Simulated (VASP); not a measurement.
# TaN (P6_3/mmc) in VASP: further runs

The runs below take TaN through single point, with PBEsol.

All numbers are computed with VASP 6.6.1; they aren't measurements. Logs are shortened: lines on timing, memory, paths and dates and some standing lists are left out, and cuts for length are marked.

### 1 The cell of the first run

It takes space group P6_3/mmc (No. 194, hexagonal). The conventional cell has a = 3.028 Å, b = 3.028 Å, c = 4.885 Å, α = 90.00°, β = 90.00°, γ = 120.00°. Within 2.8 Å of Ta (site symmetry -3m) lie 6 N at 2.13 Å and 2 Ta at 2.44 Å. N (site symmetry -6m2) has 6 Ta at 2.13 Å within 2.8 Å.

### 2 Single point, PBEsol (9.69 Å³/atom)

INCAR

```
PREC     = Accurate       # precision mode
ENCUT    = 520            # plane-wave cutoff, eV
EDIFF    = 1E-7           # SCF threshold, eV
ISMEAR   = -1             # smearing method
SIGMA    = 0.01           # smearing width, eV
LREAL    = False          # projectors in reciprocal space
LASPH    = True           # aspherical terms in the spheres
NELM     = 100            # most SCF steps
ALGO     = Normal         # electronic algorithm
ISIF     = 2              # what is computed and relaxed
LWAVE    = False          # write WAVECAR
LCHARG   = False          # write CHGCAR
GGA      = PS             # functional
NBANDS   = 24             # bands
```

KPOINTS

```
regular mesh
0
Gamma
  9 9 5
```

POSCAR

```
TaN
1.0
    3.0275449731      0.0000000000      0.0000000000
   -1.5137724866      2.6219308577      0.0000000000
    0.0000000000      0.0000000000      4.8849922940
Ta N
2 2
Direct
    0.0000000000      0.0000000000      0.0000000000
    0.0000000000      0.0000000000      0.5000000000
    0.3333333333      0.6666666667      0.2500000000
    0.6666666667      0.3333333333      0.7500000000
```

Potentials or basis: VASP PAW PBE potentials, release 64 (Ta_pv, N).

Launch:

```bash
> cat potpaw_PBE.64/Ta_pv/POTCAR potpaw_PBE.64/N/POTCAR > POTCAR
> mpirun -np 1 vasp_std > vasp.out
```

OUTCAR:

```text
PREC = Accurate
   ENCUT = 520
   EDIFF = 1E-7
   ISMEAR = -1
   LREAL = False
   LASPH = True
   NELM = 100
   ISIF = 2
   GGA = PS

 ion  position               nearest neighbor table
   1  0.000  0.000  0.000-   3 2.13   4 2.13   3 2.13   4 2.13   4 2.13   3 2.13   2 2.44   2 2.44

   2  0.000  0.000  0.500-   3 2.13   4 2.13   3 2.13   4 2.13   4 2.13   3 2.13   1 2.44   1 2.44

   3  0.333  0.667  0.250-   1 2.13   2 2.13   1 2.13   2 2.13   1 2.13   2 2.13
   4  0.667  0.333  0.750-   1 2.13   2 2.13   1 2.13   2 2.13   1 2.13   2 2.13

  LATTYP: Found a hexagonal cell.
 ALAT       =     3.0275449731
 C/A-ratio  =     1.6135160129

  Lattice vectors:

 A1 = (   3.0275449731,   0.0000000000,   0.0000000000)
 A2 = (  -1.5137724866,   2.6219308577,   0.0000000000)
 A3 = (   0.0000000000,   0.0000000000,   4.8849922940)

Analysis of symmetry for initial positions (statically):
=====================================================================
 Subroutine PRICEL returns:
 Original cell was already a primitive cell.

 Routine SETGRP: Setting up the symmetry group for a
 hexagonal supercell.

 Subroutine GETGRP returns: Found 24 space group operations
 (whereof 12 operations were pure point group operations)
 out of a pool of 24 trial point group operations.

The static configuration has the point symmetry D_3d.
 The point group associated with its full space group is D_6h.

Analysis of symmetry for dynamics (positions and initial velocities):
=====================================================================
 Subroutine PRICEL returns:
 Original cell was already a primitive cell.

 Routine SETGRP: Setting up the symmetry group for a
 hexagonal supercell.

 Subroutine GETGRP returns: Found 24 space group operations
 (whereof 12 operations were pure point group operations)
 out of a pool of 24 trial point group operations.

The dynamic configuration has the point symmetry D_3d.
 The point group associated with its full space group is D_6h.

 Subroutine INISYM returns: Found 24 space group operations
 (whereof 12 operations are pure point group operations),
 and found     1 'primitive' translations

----------------------------------------------------------------------------------------

                                     Primitive cell

  volume of cell :      38.7771

  direct lattice vectors                    reciprocal lattice vectors
     3.027544973  0.000000000  0.000000000     0.330300626  0.190699155  0.000000000
    -1.513772487  2.621930858  0.000000000     0.000000000  0.381398311  0.000000000
     0.000000000  0.000000000  4.884992294     0.000000000  0.000000000  0.204708614

  length of vectors
     3.027544973  3.027544973  4.884992294     0.381398311  0.381398311  0.204708614

  position of ions in fractional coordinates (direct lattice)
     0.000000000  0.000000000  0.000000000
     0.000000000  0.000000000  0.500000000
     0.333333333  0.666666667  0.250000000
     0.666666667  0.333333333  0.750000000

  ion indices of the primitive-cell ions
   primitive index   ion index
                 1           1
                 2           2
                 3           3
                 4           4

----------------------------------------------------------------------------------------

 KPOINTS: regular mesh

Automatic generation of k-mesh.
 Grid dimensions read from file:
 generate k-points for:    9    9    5

 Generating k-lattice:

  Cartesian coordinates                     Fractional coordinates (reciprocal lattice)
     0.036700070  0.021188795  0.000000000     0.111111111  0.000000000  0.000000000
     0.000000000  0.042377590  0.000000000     0.000000000  0.111111111  0.000000000
     0.000000000  0.000000000  0.040941723     0.000000000  0.000000000  0.200000000

  Length of vectors
     0.042377590  0.042377590  0.040941723

  Shift w.r.t. Gamma in fractional coordinates (k-lattice)
     0.000000000  0.000000000  0.000000000

 Subroutine IBZKPT returns following result:
 ===========================================

 Found     36 irreducible k-points:

 Following reciprocal coordinates:
            Coordinates               Weight
  0.000000  0.000000  0.000000      1.000000
  0.111111 -0.000000  0.000000      6.000000
  0.222222 -0.000000  0.000000      6.000000
  0.333333 -0.000000  0.000000      6.000000
  0.444444 -0.000000  0.000000      6.000000
  0.111111  0.111111  0.000000      6.000000
[... 16 lines left out ...]
  0.333333  0.222222  0.200000     24.000000
  0.333333  0.333333  0.200000      4.000000
 [... further k-points ...]
   k-points           NKPTS =     36   k-points in BZ     NKDIM =     36   number of bands    NBANDS=     24
   number of dos      NEDOS =    301   number of ions     NIONS =      4
   total plane-waves  NPLWV =  20736
   dimension x,y,z NGX =    24 NGY =   24 NGZ =   36
   dimension x,y,z NGXF=    48 NGYF=   48 NGZF=   72
   ions per type =               2   2
   NGX,Y,Z   is equivalent  to a cutoff of  13.18, 13.18, 12.25 a.u.
   NGXF,Y,Z  is equivalent  to a cutoff of  26.36, 26.36, 24.50 a.u.
 SYSTEM =  unknown system
   PREC   = accura    normal or accurate (medium, high low for compatibility)
   ISTART =      0    job   : 0-new  1-cont  2-samecut
   ICHARG =      2    charge: 1-file 2-atom 10-const
   ISPIN  =      1    spin polarized calculation?
   LNONCOLLINEAR =      F non collinear calculations
   LSORBIT =      F    spin-orbit coupling
   LASPH  =      T    aspherical Exc in radial PAW
   ENCUT  =  520.0 eV  38.22 Ry    6.18 a.u.   5.63  5.63  9.08*2*pi/ulx,y,z
   NELM   =    100;   NELMIN=  2; NELMDL= -5     # of ELM steps
   EDIFF  = 0.1E-06   stopping-criterion for ELM
   LREAL  =      F    real-space projection
   EDIFFG = 0.1E-05   stopping-criterion for IOM
   NSW    =      0    number of steps for IOM
   IBRION =     -1    ionic relax: 0-MD 1-quasi-New 2-CG
   NFREE  =      0    steps in history (QN), initial steepest desc. (CG)
   ISIF   =      2    stress and relaxation
   ISYM   =      2    0-nonsym 1-usesym 2-fastsym
   POTIM  = 0.5000    time-step for ionic-motion
   TEBEG  =    0.0;   TEEND  =   0.0 temperature during run
   PSTRESS=    0.0 pullay stress
   NELECT =      32.0000    total number of electrons
   NUPDOWN=      -1.0000    fix difference up-down
   EMIN   =  10.00;   EMAX   =-10.00  energy-range for DOS
   EFERMI =   0.00;   METHOD = LEGACY
   ISMEAR =    -1;   SIGMA  =   0.01  broadening in eV -4-tet -1-fermi 0-gaus
   EFERMI_NEDOS =   21; number of points for ismear=-14 and -15
   IALGO  =     38    algorithm
   IMIX   =      4    mixing-type and parameters
     AMIX     =   0.40;   BMIX     =  1.00
     AMIX_MAG =   1.60;   BMIX_MAG =  1.00
  volume/ion in A,a.u.               =       9.69        65.42
  Fermi-wavevector in a.u.,A,eV,Ry     =   1.535558  2.901784 32.081703  2.357939
  Thomas-Fermi vector in A             =   2.642330
   LORBIT       =      0    0 simple, 1 ext, 2 COOP (PROOUT), +10 PAW based schemes
   GGA     = PS    functional components
   LHFCALC =     F    Hartree Fock is set to
   AEXX    =    0.0000 exact exchange contribution
   IVDW    =     0    specifies the selected vdW correction
   LEPSILON=     F    determine dielectric tensor
   LRPA    =     F    only Hartree local field effects (RPA)
 non-spin polarized calculation
  energy-cutoff  :      520.00
  volume of cell :       38.78
 maximum number of plane-waves:      1087
 NGX is ok and might be reduce to    24
   NGX = 11   NGY = 11   NGZ = 19

 number of electron      32.0000000 magnetization

 Free energy of the ion-electron system (eV)
  ---------------------------------------------------
  ext. energy  EPLUGINS =         0.00000000
  ---------------------------------------------------
  free energy    TOTEN  =       -44.03080897 eV

  energy without entropy =      -44.02858151  energy(sigma->0) =      -44.02969524

 E-fermi :   9.9362     XC(G=0): -14.0181

 val. band max:        9.9348294025   @ k =   0.2222  -0.0000   0.2000
 cond. band min:       9.9364065317   @ k =   0.2222   0.1111   0.0000
 fundamental gap:      0.0015771292
 Fermi energy:         9.9361500697

 k-point     1 :       0.0000    0.0000    0.0000
  band No.  band energies     occupation
      1     -27.2587      2.00000
      2     -25.2818      2.00000
      3     -25.2818      2.00000
      4     -24.8778      2.00000
      5     -24.8778      2.00000
      6     -24.0289      2.00000
[... 16 lines left out ...]
     23      15.1559      0.00000
     24      16.8355      0.00000

 k-point     2 :       0.1111   -0.0000    0.0000
  band No.  band energies     occupation
      1     -27.2296      2.00000
      2     -25.4079      2.00000
      3     -25.3078      2.00000
      4     -24.9735      2.00000
      5     -24.8983      2.00000
      6     -24.0175      2.00000
[... 16 lines left out ...]
     23      15.5055      0.00000
     24      16.7534      0.00000

 k-point     3 :       0.2222   -0.0000    0.0000
  band No.  band energies     occupation
      1     -27.1550      2.00000
      2     -25.7137      2.00000
      3     -25.3729      2.00000
      4     -25.2094      2.00000
      5     -24.9498      2.00000
      6     -23.9887      2.00000
[... 16 lines left out ...]
     23      16.8054      0.00000
     24      16.9157      0.00000
[... 514 lines left out ...]
 k-point    23 :       0.3333    0.2222    0.2000
  band No.  band energies     occupation
      1     -26.7335      2.00000
      2     -26.0679      2.00000
      3     -25.7042      2.00000
      4     -25.5911      2.00000
      5     -25.2932      2.00000
      6     -24.2675      2.00000
[... 16 lines left out ...]
     23      16.8646      0.00000
     24      18.0823      0.00000

 k-point    24 :       0.3333    0.3333    0.2000
  band No.  band energies     occupation
      1     -26.7182      2.00000
      2     -25.9222      2.00000
      3     -25.9222      2.00000
      4     -25.4721      2.00000
      5     -25.4721      2.00000
      6     -24.2604      2.00000
[... 16 lines left out ...]
     23      17.5505      0.00000
     24      17.5505      0.00000

 [... further k-points ...]

------------------------ aborting loop because EDIFF is reached ----------------------------------------

  FORCE on cell =-STRESS in cart. coord.  units (eV):
  Direction    XX          YY          ZZ          XY          YZ          ZX
  --------------------------------------------------------------------------------------
  -------------------------------------------------------------------------------------
  Total        7.5549047      7.5549047     29.3299675     -0.0000000      0.0000000     -0.0000000
  in kB      312.1503688    312.1503688   1211.8432367     -0.0000000      0.0000000     -0.0000000
  external PRESSURE =     612.0479914 kB  Pullay stress =       0.0000000 kB

 VOLUME and BASIS-vectors are now :
 -----------------------------------------------------------------------------
  energy-cutoff  :      520.00
  volume of cell :       38.78
      direct lattice vectors                 reciprocal lattice vectors
     3.027544973  0.000000000  0.000000000     0.330300626  0.190699155  0.000000000
    -1.513772487  2.621930858  0.000000000     0.000000000  0.381398311  0.000000000
     0.000000000  0.000000000  4.884992294     0.000000000  0.000000000  0.204708614

 POSITION                                       TOTAL-FORCE (eV/Angst)
 -----------------------------------------------------------------------------------
      0.00000      0.00000      0.00000        -0.000000      0.000000      0.000000
      0.00000      0.00000      2.44250        -0.000000      0.000000      0.000000
     -0.00000      1.74795      1.22125        -0.000000     -0.000000     -0.000000
      1.51377      0.87398      3.66374         0.000000      0.000000      0.000000
 -----------------------------------------------------------------------------------
    total drift:                               -0.000000      0.000000      0.000000

  FREE ENERGIE OF THE ION-ELECTRON SYSTEM (eV)
  ---------------------------------------------------
  free  energy   TOTEN  =       -44.0308089659 eV

  energy  without entropy=      -44.0285815072  energy(sigma->0) =      -44.02969524
```

It took 12 s on 1 thread of Intel Xeon 6975P-C (Granite Rapids), shared host; peak memory 0.17 GiB.

Results:

- Free energy: -44.0308 eV
- Pressure: 61.2 GPa
- Band gap on the k mesh: zero (bands 16 and 17 overlap by 2.64 eV)

Stress tensor (GPa, compression positive):
```
 31.22   0.00   0.00
  0.00  31.22   0.00
  0.00   0.00 121.18
```

Levels at points of the mesh, in eV from the Fermi level:
```
           k point  band 12  band 13  band 14  band 15  band 16  band 17  band 18  band 19  band 20  band 21
(0.00, 0.00, 0.00)    -5.38    -3.64    -3.64    -3.61    -1.91    -1.91    -0.65    -0.65     3.05     4.37
```

Caveat: the cell stands under pressure; the PAW data sets were made with another functional, which shifts forces and pressure a little; spin-orbit coupling is left out, which moves the levels of the heavy elements.

### 3 Single point, PBEsol (9.79 Å³/atom)

This run uses another cell than the first one, of 9.79 Å³/atom.

INCAR

```
SYSTEM = TaN
ALGO = Normal
EDIFF = 1E-6
ENCUT = 520
GGA = PS
ISIF = 2
ISMEAR = -1
LASPH = .True.
LCHARG = .False.
LREAL = .False.
LWAVE = .False.
NBANDS = 24
NELM = 80
PREC = Accurate
SIGMA = 0.01
```

KPOINTS

```
k-points
0
Gamma
  9 9 5
  0 0 0
```

POSCAR

```
TaN
1.0
    3.0378079159      0.0000000000      0.0000000000
   -1.5189039580      2.6308188269      0.0000000000
    0.0000000000      0.0000000000      4.9015517166
Ta N
2 2
Direct
    0.0000000000      0.0000000000      0.0000000000
    0.0000000000      0.0000000000      0.5000000000
    0.3333333333      0.6666666667      0.2500000000
    0.6666666667      0.3333333333      0.7500000000
```

Potentials or basis: VASP PAW PBE potentials, release 64 (Ta_pv, N).

Launch:

```bash
> cat potpaw_PBE.64/Ta_pv/POTCAR potpaw_PBE.64/N/POTCAR > POTCAR
> mpirun -np 1 vasp_std > vasp.out
```

Wall time 12 s (1 thread of Intel Xeon 6975P-C (Granite Rapids), shared host); peak memory 0.17 GiB.

Results (log left out):

```yaml
Free_energy: -44.1753 eV
Pressure: 55.5 GPa
Band_gap_on_the_k_mesh: zero (bands 16 and 17 overlap by 2.60 eV)
```

Stress tensor (GPa, compression positive):
```
 26.52   0.00   0.00
  0.00  26.52   0.00
  0.00   0.00 113.58
```

Levels at points of the mesh, in eV from the Fermi level:
```csv
k point,band 14,band 15,band 16,band 17,band 18,band 19
"(0.00, 0.00, 0.00)",-3.61,-3.59,-1.88,-1.88,-0.64,-0.64
```

Caveat: the cell stands under pressure; the PAW data sets were made with another functional, which shifts forces and pressure a little; spin-orbit coupling is left out, which moves the levels of the heavy elements.

### 4 Single point, PBEsol (9.99 Å³/atom)

This run uses another cell than the first one, of 9.99 Å³/atom.

INCAR

```
SYSTEM = TaN
ALGO = Normal ; EDIFF = 1E-7
ENCUT = 520 ; GGA = PS
ISIF = 2 ; ISMEAR = -1
LASPH = .TRUE. ; LCHARG = .TRUE.
LELF = .TRUE. ; LREAL = .FALSE.
LVHAR = .TRUE. ; LWAVE = .FALSE.
NBANDS = 24 ; NELM = 100
PREC = Accurate ; SIGMA = 0.01
```

KPOINTS

```
k-points
0
G
  9 9 5
  0 0 0
```

POSCAR

```
TaN
1.0
    3.0581283054      0.0000000000      0.0000000000
   -1.5290641527      2.6484168005      0.0000000000
    0.0000000000      0.0000000000      4.9343389905
Ta N
2 2
Direct
    0.0000000000      0.0000000000      0.0000000000
    0.0000000000      0.0000000000      0.5000000000
    0.3333333333      0.6666666667      0.2500000000
    0.6666666667      0.3333333333      0.7500000000
```

Launch:

```bash
> cat potpaw_PBE.64/Ta_pv/POTCAR potpaw_PBE.64/N/POTCAR > POTCAR
> mpirun -np 1 vasp_std > vasp.out
```

Run time: 13 s. Hardware: 1 thread of Intel Xeon 6975P-C (Granite Rapids), shared host; peak memory 0.17 GiB.

It converged, with:

* Free energy: -44.4240 eV
* Pressure: 45.0 GPa
* Band gap on the k mesh: zero (bands 16 and 17 overlap by 2.54 eV)

Stress tensor (GPa, compression positive):
```
17.80  0.00  0.00
 0.00 17.80  0.00
 0.00  0.00 99.41
```

Levels at points of the mesh, in eV from the Fermi level:
| k point | band 14 | band 15 | band 16 | band 17 | band 18 | band 19 |
| --- | --- | --- | --- | --- | --- | --- |
| (0.00, 0.00, 0.00) | -3.56 | -3.54 | -1.83 | -1.83 | -0.62 | -0.62 |

Caveat: the cell stands under pressure; the PAW data sets were made with another functional, which shifts forces and pressure a little; spin-orbit coupling is left out, which moves the levels of the heavy elements.

(Part 1 of 2 ends here.)
